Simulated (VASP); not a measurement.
# CsI (Pm-3m) in VASP: notebook

Aim: see how the results for CsI move with the level of theory and the settings. Levels: PBE, r2SCAN. Tasks: single point.

Everything below comes from runs of VASP 6.6.1. Logs are shortened: lines on timing, memory, paths and dates and some standing lists are left out, and cuts for length are marked.

## Step 1: The cell of the first run

Symmetry: Pm-3m, No. 221, cubic system. The conventional cell has a = 4.712 Å, b = 4.712 Å, c = 4.712 Å, α = 90.00°, β = 90.00°, γ = 90.00°. Within 5.4 Å of Cs (site symmetry m-3m) lie 8 I at 4.08 Å and 6 Cs at 4.71 Å. I (site symmetry m-3m) has 8 Cs at 4.08 Å and 6 I at 4.71 Å within 5.4 Å.

## Step 2: Single point, PBE (volume changed by +3%)

INCAR

```
SYSTEM = CsI
  PREC = Accurate
  ENCUT = 500
  EDIFF = 1E-6
  ISMEAR = 0
  SIGMA = 0.01
  LREAL = .False.
  LASPH = .True.
  NELM = 120
  ALGO = Normal
  ISIF = 2
  LWAVE = .False.
  LCHARG = .False.
  GGA = PE
  NBANDS = 15
  GGA_COMPAT = .False.
```

KPOINTS

```
regular mesh
0
Gamma
  4 4 4
  0 0 0
```

POSCAR

```
CsI
1.0
    4.7117005043      0.0000000000      0.0000000000
    0.0000000000      4.7117005043      0.0000000000
    0.0000000000      0.0000000000      4.7117005043
Cs I
1 1
Direct
    0.0000000000      0.0000000000      0.0000000000
    0.5000000000      0.5000000000      0.5000000000
```

Potentials or basis: VASP PAW PBE potentials, release 64 (Cs_sv, I).

On the command line:

```console
cat potpaw_PBE.64/Cs_sv/POTCAR potpaw_PBE.64/I/POTCAR > POTCAR
mpirun -np 1 vasp_std > vasp.out
```

OUTCAR:

```text
SYSTEM = CsI
   PREC = Accurate
   ENCUT = 500
   EDIFF = 1E-6
   ISMEAR = 0
   LREAL = .False.
   LASPH = .True.
   NELM = 120
   ISIF = 2
   GGA = PE

 ion  position               nearest neighbor table
   1  0.000  0.000  0.000-
   2  0.500  0.500  0.500-

  LATTYP: Found a simple cubic cell.
 ALAT       =     4.7117005043

  Lattice vectors:

 A1 = (   4.7117005043,   0.0000000000,   0.0000000000)
 A2 = (   0.0000000000,   4.7117005043,   0.0000000000)
 A3 = (   0.0000000000,   0.0000000000,   4.7117005043)

Analysis of symmetry for initial positions (statically):
=====================================================================
 Subroutine PRICEL returns:
 Original cell was already a primitive cell.

 Routine SETGRP: Setting up the symmetry group for a
 simple cubic supercell.

 Subroutine GETGRP returns: Found 48 space group operations
 (whereof 48 operations were pure point group operations)
 out of a pool of 48 trial point group operations.

The static configuration has the point symmetry O_h .

Analysis of symmetry for dynamics (positions and initial velocities):
=====================================================================
 Subroutine PRICEL returns:
 Original cell was already a primitive cell.

 Routine SETGRP: Setting up the symmetry group for a
 simple cubic supercell.

 Subroutine GETGRP returns: Found 48 space group operations
 (whereof 48 operations were pure point group operations)
 out of a pool of 48 trial point group operations.

The dynamic configuration has the point symmetry O_h .

 Subroutine INISYM returns: Found 48 space group operations
 (whereof 48 operations are pure point group operations),
 and found     1 'primitive' translations

----------------------------------------------------------------------------------------

                                     Primitive cell

  volume of cell :     104.6003

  direct lattice vectors                    reciprocal lattice vectors
     4.711700504  0.000000000  0.000000000     0.212237599  0.000000000  0.000000000
     0.000000000  4.711700504  0.000000000     0.000000000  0.212237599  0.000000000
     0.000000000  0.000000000  4.711700504     0.000000000  0.000000000  0.212237599

  length of vectors
     4.711700504  4.711700504  4.711700504     0.212237599  0.212237599  0.212237599

  position of ions in fractional coordinates (direct lattice)
     0.000000000  0.000000000  0.000000000
     0.500000000  0.500000000  0.500000000

[... 70 lines left out ...]
   TEBEG  =    0.0;   TEEND  =   0.0 temperature during run
   PSTRESS=    0.0 pullay stress
   NELECT =      16.0000    total number of electrons
   NUPDOWN=      -1.0000    fix difference up-down
   EMIN   =  10.00;   EMAX   =-10.00  energy-range for DOS
   EFERMI =   0.00;   METHOD = LEGACY
   ISMEAR =     0;   SIGMA  =   0.01  broadening in eV -4-tet -1-fermi 0-gaus
   EFERMI_NEDOS =   21; number of points for ismear=-14 and -15
   IALGO  =     38    algorithm
   IMIX   =      4    mixing-type and parameters
     AMIX     =   0.40;   BMIX     =  1.00
     AMIX_MAG =   1.60;   BMIX_MAG =  1.00
  volume/ion in A,a.u.               =      52.30       352.94
  Fermi-wavevector in a.u.,A,eV,Ry     =   0.875529  1.654510 10.429557  0.766551
  Thomas-Fermi vector in A             =   1.995212
   LORBIT       =      0    0 simple, 1 ext, 2 COOP (PROOUT), +10 PAW based schemes
   GGA     = PE    functional components
   LHFCALC =     F    Hartree Fock is set to
   AEXX    =    0.0000 exact exchange contribution
   IVDW    =     0    specifies the selected vdW correction
   LEPSILON=     F    determine dielectric tensor
   LRPA    =     F    only Hartree local field effects (RPA)
 non-spin polarized calculation
 Gauss-broadening in eV      SIGMA  =   0.01
  energy-cutoff  :      500.00
  volume of cell :      104.60
 maximum number of plane-waves:      2680
 NGX is ok and might be reduce to    36
   NGX = 17   NGY = 17   NGZ = 17

 number of electron      15.9999995 magnetization

 Free energy of the ion-electron system (eV)
  ---------------------------------------------------
  ext. energy  EPLUGINS =         0.00000000
  ---------------------------------------------------
  free energy    TOTEN  =        -5.43903344 eV

  energy without entropy =       -5.43903344  energy(sigma->0) =       -5.43903344

 E-fermi :   0.4298     XC(G=0):  -7.3738

 val. band max:        0.2907264277   @ k =   0.5000   0.5000   0.0000
 cond. band min:       3.8826883476   @ k =   0.0000   0.0000   0.0000
 fundamental gap:      3.5919619199
 Fermi energy:         0.4297732423

 k-point     1 :       0.0000    0.0000    0.0000
  band No.  band energies     occupation
      1     -20.2354      2.00000
      2     -10.2315      2.00000
      3      -6.9467      2.00000
      4      -6.9467      2.00000
      5      -6.9467      2.00000
      6       0.1924      2.00000
      7       0.1924      2.00000
      8       0.1924      2.00000
      9       3.8827      0.00000
     10       4.5912      0.00000
     11       4.5912      0.00000
     12       7.8408      0.00000
     13       7.8408      0.00000
     14       7.8408      0.00000
[... 149 lines left out ...]
      2     -10.0215      2.00000
      3      -7.1396      2.00000
      4      -7.1396      2.00000
      5      -7.1396      2.00000
      6      -0.8039      2.00000
      7      -0.8039      2.00000
      8      -0.8039      2.00000
      9       7.1766      0.00000
     10       7.1766      0.00000
     11       7.1766      0.00000
     12       7.7287      0.00000
     13       7.7287      0.00000
     14       7.7287      0.00000
     15       9.6031      0.00000

------------------------ aborting loop because EDIFF is reached ----------------------------------------

  FORCE on cell =-STRESS in cart. coord.  units (eV):
  Direction    XX          YY          ZZ          XY          YZ          ZX
  --------------------------------------------------------------------------------------
  -------------------------------------------------------------------------------------
  Total       -0.1536517     -0.1536517     -0.1536517     -0.0000000      0.0000000      0.0000000
  in kB       -2.3535043     -2.3535043     -2.3535043     -0.0000000      0.0000000      0.0000000
  external PRESSURE =      -2.3535043 kB  Pullay stress =       0.0000000 kB

 VOLUME and BASIS-vectors are now :
 -----------------------------------------------------------------------------
  energy-cutoff  :      500.00
  volume of cell :      104.60
      direct lattice vectors                 reciprocal lattice vectors
     4.711700504  0.000000000  0.000000000     0.212237599  0.000000000  0.000000000
     0.000000000  4.711700504  0.000000000     0.000000000  0.212237599  0.000000000
     0.000000000  0.000000000  4.711700504     0.000000000  0.000000000  0.212237599

 POSITION                                       TOTAL-FORCE (eV/Angst)
 -----------------------------------------------------------------------------------
      0.00000      0.00000      0.00000         0.000000      0.000000      0.000000
      2.35585      2.35585      2.35585         0.000000      0.000000      0.000000
 -----------------------------------------------------------------------------------
    total drift:                               -0.000000      0.000000      0.000000

  FREE ENERGIE OF THE ION-ELECTRON SYSTEM (eV)
  ---------------------------------------------------
  free  energy   TOTEN  =        -5.4390334390 eV

  energy  without entropy=       -5.4390334390  energy(sigma->0) =       -5.43903344
```

OSZICAR:

```text
N       E                     dE             d eps       ncg     rms          rms(c)
DAV:   1     0.886199823761E+02    0.88620E+02   -0.58025E+03   300   0.837E+02
DAV:   2     0.309106896067E+01   -0.85529E+02   -0.77948E+02   429   0.140E+02
DAV:   3    -0.546918884387E+01   -0.85603E+01   -0.85339E+01   384   0.488E+01
DAV:   4    -0.560022434618E+01   -0.13104E+00   -0.13102E+00   380   0.725E+00
DAV:   5    -0.560158819710E+01   -0.13639E-02   -0.13638E-02   406   0.719E-01    0.155E+00
DAV:   6    -0.546419769401E+01    0.13739E+00   -0.10918E-01   384   0.155E+00    0.108E+00
DAV:   7    -0.543472748904E+01    0.29470E-01   -0.10951E-01   377   0.153E+00    0.635E-01
DAV:   8    -0.543928502465E+01   -0.45575E-02   -0.14838E-02   321   0.647E-01    0.149E-01
DAV:   9    -0.543891479849E+01    0.37023E-03   -0.70228E-04   419   0.129E-01    0.610E-02
DAV:  10    -0.543903731610E+01   -0.12252E-03   -0.32656E-04   314   0.995E-02    0.377E-02
DAV:  11    -0.543903213147E+01    0.51846E-05   -0.88865E-06   398   0.156E-02    0.174E-02
DAV:  12    -0.543903368259E+01   -0.15511E-05   -0.24113E-06   355   0.102E-02    0.667E-03
DAV:  13    -0.543903343900E+01    0.24359E-06   -0.11801E-06   304   0.623E-03
   1 F= -.54390334E+01 E0= -.54390334E+01  d E =-.285627E-87
```

stdout:

```text
POSCAR found type information on POSCAR CsI
 POSCAR found :  2 types and       2 ions
 scaLAPACK will be used
 LDA part: xc-table for (Slater+PW92), standard interpolation
 POSCAR, INCAR and KPOINTS ok, starting setup
 FFT: planning ... GRIDC
 FFT: planning ... GRID_SOFT
 FFT: planning ... GRID
 WAVECAR not read
 entering main loop
```

Wall time 8.6 s (1 thread of AMD EPYC 9R45 (Zen 5), shared host); peak memory 0.17 GiB.

Results:

```
Free energy            : -5.4390 eV
Pressure               : -0.2 GPa
Band gap on the k mesh : 3.59 eV, indirect (least direct gap 3.69 eV)
```

Levels at points of the mesh, in eV from the valence-band top:
```csv
k point,band 4,band 5,band 6,band 7,band 8,band 9,band 10,band 11,band 12,band 13
"(0.00, 0.00, 0.00)",-7.24,-7.24,-0.10,-0.10,-0.10,3.59,4.30,4.30,7.55,7.55
"(0.50, 0.00, 0.00)",-7.19,-7.19,-1.35,-0.20,-0.20,5.21,6.10,6.31,6.86,7.60
"(0.50, 0.50, 0.00)",-7.50,-7.17,-0.79,-0.79,0.00,4.24,4.87,6.06,6.06,9.06
"(0.50, 0.50, 0.50)",-7.43,-7.43,-1.09,-1.09,-1.09,6.89,6.89,6.89,7.44,7.44
```

Caveat: the cell differs from its parent crystal (volume changed by +3%); spin-orbit coupling is left out, which moves the levels of the heavy elements. A k mesh can miss the band edges.

## Step 3: Single point, PBE (volume changed by +6%)

INCAR

```
SYSTEM = CsI
PREC = Accurate
ENCUT = 500
EDIFF = 1E-6
ISMEAR = 0
SIGMA = 0.01
LREAL = .FALSE.
LASPH = .TRUE.
NELM = 120
ALGO = Normal
ISIF = 2
LWAVE = .FALSE.
LCHARG = .TRUE.
GGA = PE
LELF = .TRUE.
LVHAR = .TRUE.
NBANDS = 15
GGA_COMPAT = .FALSE.
```

KPOINTS

```
regular mesh
0
G
  4 4 4
  0 0 0
```

POSCAR

```
CsI
1.0
    4.7570080963      0.0000000000      0.0000000000
    0.0000000000      4.7570080963      0.0000000000
    0.0000000000      0.0000000000      4.7570080963
Cs I
1 1
Direct
    0.0000000000      0.0000000000      0.0000000000
    0.5000000000      0.5000000000      0.5000000000
```

Potentials or basis: VASP PAW PBE potentials, release 64 (Cs_sv, I).

On the command line:

```console
cat potpaw_PBE.64/Cs_sv/POTCAR potpaw_PBE.64/I/POTCAR > POTCAR
mpirun -np 1 vasp_std > vasp.out
```

Run time: 9.2 s. Hardware: 1 thread of AMD EPYC 9R45 (Zen 5), shared host; peak memory 0.17 GiB.

The run converged. Its results:

* Free energy: -5.4325 eV
* Pressure: -0.5 GPa
* Band gap on the k mesh: 3.52 eV, indirect (least direct gap 3.61 eV)

Levels at points of the mesh, in eV from the valence-band top:
```tsv
k point	band 6	band 7	band 8	band 9	band 10	band 11
(0.00, 0.00, 0.00)	-0.10	-0.10	-0.10	3.52	4.33	4.33
(0.50, 0.00, 0.00)	-1.29	-0.18	-0.18	5.21	5.99	6.19
(0.50, 0.50, 0.00)	-0.76	-0.76	0.00	4.24	4.86	6.04
(0.50, 0.50, 0.50)	-1.04	-1.04	-1.04	6.80	6.80	6.80
```

Caveat: the cell differs from its parent crystal (volume changed by +6%); spin-orbit coupling is left out, which moves the levels of the heavy elements.

## Step 4: Single point, r2SCAN (volume changed by -6%)

POSCAR

```
CsI
1.0
    4.5140695719      0.0000000000      0.0000000000
    0.0000000000      4.5140695719      0.0000000000
    0.0000000000      0.0000000000      4.5140695719
Cs I
1 1
Direct
    0.0000000000      0.0000000000      0.0000000000
    0.5000000000      0.5000000000      0.5000000000
```

INCAR.step1

```
PREC = Accurate
ENCUT = 550
ISMEAR = 0
SIGMA = 0.01
LREAL = False
LASPH = True
NELM = 120
NBANDS = 15
GGA = PE
ALGO = Normal
EDIFF = 1E-5
LWAVE = True
LCHARG = False
GGA_COMPAT = False
```

INCAR.step2

```
PREC = Accurate
ENCUT = 550
EDIFF = 1E-6
ISMEAR = 0
SIGMA = 0.01
LREAL = False
LASPH = True
NELM = 120
ALGO = Normal
ISIF = 2
LWAVE = False
LCHARG = False
METAGGA = R2SCAN
LMIXTAU = True
NBANDS = 15
ISTART = 1
GGA_COMPAT = False
```

KPOINTS

```
Automatic mesh
0
Gamma
  4 4 4
```

On the command line:

```console
cat potpaw_PBE.64/Cs_sv/POTCAR potpaw_PBE.64/I/POTCAR > POTCAR
cp INCAR.step1 INCAR
mpirun -np 1 vasp_std > vasp.out
cp INCAR.step2 INCAR
mpirun -np 1 vasp_std > vasp.out
```

It took 39 s on 1 thread of AMD EPYC 9R45 (Zen 5), shared host; peak memory 0.19 GiB.

It converged, with:

| Quantity | Value |
| --- | --- |
| Free energy | -53.1054 eV |
| Pressure | 1.0 GPa |
| Band gap on the k mesh | 4.55 eV, indirect (least direct gap 4.63 eV) |

Levels at points of the mesh, in eV from the valence-band top:
```tsv
k point	band 6	band 7	band 8	band 9	band 10	band 11
(0.00, 0.00, 0.00)	-0.08	-0.08	-0.08	4.55	4.55	4.73
(0.50, 0.00, 0.00)	-1.64	-0.26	-0.26	5.64	7.31	7.33
(0.50, 0.50, 0.00)	-0.90	-0.90	0.00	4.75	5.53	6.67
(0.50, 0.50, 0.50)	-1.41	-1.41	-1.41	7.87	7.87	7.87
```

Caveat: the cell differs from its parent crystal (volume changed by -6%); the PAW data sets were made with another functional, which shifts forces and pressure a little; spin-orbit coupling is left out, which moves the levels of the heavy elements. A k mesh can miss the band edges.

## Step 5: Single point, r2SCAN (volume changed by -3%)

POSCAR

```
CsI
1.0
    4.5615895858      0.0000000000      0.0000000000
    0.0000000000      4.5615895858      0.0000000000
    0.0000000000      0.0000000000      4.5615895858
Cs I
1 1
Direct
    0.0000000000      0.0000000000      0.0000000000
    0.5000000000      0.5000000000      0.5000000000
```

INCAR.step1

```
SYSTEM = CsI
PREC     = Accurate       ! precision mode
ENCUT    = 550            ! plane-wave cutoff, eV
ISMEAR   = 0              ! smearing method
SIGMA    = 0.01           ! smearing width, eV
LREAL    = .False.        ! projectors in reciprocal space
LASPH    = .True.         ! aspherical terms in the spheres
NELM     = 120            ! most SCF steps
NBANDS   = 15             ! bands
GGA      = PE             ! functional
ALGO     = Normal         ! electronic algorithm
EDIFF    = 1E-5           ! SCF threshold, eV
LWAVE    = .True.         ! write WAVECAR
LCHARG   = .False.        ! write CHGCAR
GGA_COMPAT= .False.
```

INCAR.step2

```
SYSTEM = CsI
PREC     = Accurate       ! precision mode
ENCUT    = 550            ! plane-wave cutoff, eV
EDIFF    = 1E-6           ! SCF threshold, eV
ISMEAR   = 0              ! smearing method
SIGMA    = 0.01           ! smearing width, eV
LREAL    = .False.        ! projectors in reciprocal space
LASPH    = .True.         ! aspherical terms in the spheres
NELM     = 120            ! most SCF steps
ALGO     = Normal         ! electronic algorithm
ISIF     = 2              ! what is computed and relaxed
LWAVE    = .False.        ! write WAVECAR
LCHARG   = .True.         ! write CHGCAR
METAGGA  = R2SCAN         ! meta-GGA
LMIXTAU  = .True.       
LELF     = .True.         ! ELF
LVHAR    = .True.       
NBANDS   = 15             ! bands
ISTART   = 1            
GGA_COMPAT= .False.
```

KPOINTS

```
Automatic mesh
0
Gamma
  4 4 4
  0 0 0
```

On the command line:

```console
cat potpaw_PBE.64/Cs_sv/POTCAR potpaw_PBE.64/I/POTCAR > POTCAR
cp INCAR.step1 INCAR
mpirun -np 1 vasp_std > vasp.out
cp INCAR.step2 INCAR
mpirun -np 1 vasp_std > vasp.out
```

It took 37 s on 1 thread of AMD EPYC 9R45 (Zen 5), shared host; peak memory 0.19 GiB.

It converged, with:

```
Free energy            : -53.1188 eV
Pressure               : 0.5 GPa
Band gap on the k mesh : 4.60 eV, indirect (least direct gap 4.69 eV)
```

Levels at points of the mesh, in eV from the valence-band top:
```tsv
k point	band 5	band 6	band 7	band 8	band 9	band 10	band 11	band 12
(0.00, 0.00, 0.00)	-7.29	-0.09	-0.09	-0.09	4.60	4.60	4.61	8.41
(0.50, 0.00, 0.00)	-7.22	-1.56	-0.24	-0.24	5.65	7.16	7.35	7.36
(0.50, 0.50, 0.00)	-7.18	-0.88	-0.88	0.00	4.75	5.52	6.67	6.67
(0.50, 0.50, 0.50)	-7.54	-1.33	-1.33	-1.33	7.76	7.76	7.76	8.54
```

Caveat: the cell differs from its parent crystal (volume changed by -3%); the PAW data sets were made with another functional, which shifts forces and pressure a little; spin-orbit coupling is left out, which moves the levels of the heavy elements.

## Step 6: Single point, r2SCAN

This run uses another cell than the first one, of 48.93 Å³/atom, 0.936 times its volume.

POSCAR

```
CsI
1.0
    4.6081396334      0.0000000000      0.0000000000
    0.0000000000      4.6081396334      0.0000000000
    0.0000000000      0.0000000000      4.6081396334
Cs I
1 1
Direct
    0.0000000000      0.0000000000      0.0000000000
    0.5000000000      0.5000000000      0.5000000000
```

INCAR.step1

```
SYSTEM = CsI
ALGO = Normal ; EDIFF = 1E-5
ENCUT = 550 ; GGA = PE
GGA_COMPAT = .FALSE. ; ISMEAR = 0
LASPH = .TRUE. ; LCHARG = .FALSE.
LREAL = .FALSE. ; LWAVE = .TRUE.
NBANDS = 15 ; NELM = 120
PREC = Accurate ; SIGMA = 0.01
```

INCAR.step2

```
SYSTEM = CsI
ALGO = Normal ; EDIFF = 1E-6
ENCUT = 550 ; GGA_COMPAT = .FALSE.
ISIF = 2 ; ISMEAR = 0
ISTART = 1 ; LASPH = .TRUE.
LCHARG = .TRUE. ; LELF = .TRUE.
LMIXTAU = .TRUE. ; LREAL = .FALSE.
LVHAR = .TRUE. ; LWAVE = .FALSE.
METAGGA = R2SCAN ; NBANDS = 15
NELM = 120 ; PREC = Accurate
SIGMA = 0.01
```

KPOINTS

```
k-points
0
G
  4 4 4
  0 0 0
```

Potentials or basis: VASP PAW PBE potentials, release 64 (Cs_sv, I).

On the command line:

```console
cat potpaw_PBE.64/Cs_sv/POTCAR potpaw_PBE.64/I/POTCAR > POTCAR
cp INCAR.step1 INCAR
mpirun -np 1 vasp_std > vasp.out
cp INCAR.step2 INCAR
mpirun -np 1 vasp_std > vasp.out
```

Wall time 38 s (1 thread of AMD EPYC 9R45 (Zen 5), shared host); peak memory 0.19 GiB.

Results (log left out):

| Item | Value |
| --- | --- |
| Free energy | -53.1239 eV |
| Pressure | 0.1 GPa |
| Band gap on the k mesh | 4.50 eV, indirect (least direct gap 4.59 eV) |

Levels at points of the mesh, in eV from the valence-band top:
```csv
k point,band 4,band 5,band 6,band 7,band 8,band 9,band 10,band 11,band 12,band 13
"(0.00, 0.00, 0.00)",-7.33,-7.33,-0.09,-0.09,-0.09,4.50,4.65,4.65,8.34,8.34
"(0.50, 0.00, 0.00)",-7.27,-7.27,-1.49,-0.22,-0.22,5.66,7.02,7.22,7.36,8.47
"(0.50, 0.50, 0.00)",-7.67,-7.24,-0.86,-0.86,0.00,4.76,5.50,6.66,6.66,10.10
"(0.50, 0.50, 0.50)",-7.56,-7.56,-1.25,-1.25,-1.25,7.65,7.65,7.65,8.40,8.40
```

Caveat: the PAW data sets were made with another functional, which shifts forces and pressure a little; spin-orbit coupling is left out, which moves the levels of the heavy elements. r2SCAN opens gaps a little over a GGA but as a rule still falls short of measured ones.

## Step 7: Summary

```csv
level,cell,cutoff (eV),gap on the mesh (eV),pressure (GPa)
PBE,"a = 4.712 Å, 2 atoms",500,3.59,-0.2
PBE,"a = 4.757 Å, 2 atoms",500,3.52,-0.5
r2SCAN,"a = 4.514 Å, 2 atoms",550,4.55,1.0
r2SCAN,"a = 4.562 Å, 2 atoms",550,4.60,0.5
r2SCAN,"a = 4.608 Å, 2 atoms",550,4.50,0.1
```

Alike in all rows: task single point; potentials or basis VASP PAW PBE potentials, release 64 (Cs_sv, I); no spin polarisation; k mesh 4 × 4 × 4; smearing gaussian 0.01 eV.

Caveats: spin-orbit coupling is left out, which moves the levels of the heavy elements; the PAW data sets were made with another functional, which shifts forces and pressure a little (some runs).

Total energies depend on the potentials used, so only differences within one code and one set of settings carry meaning.
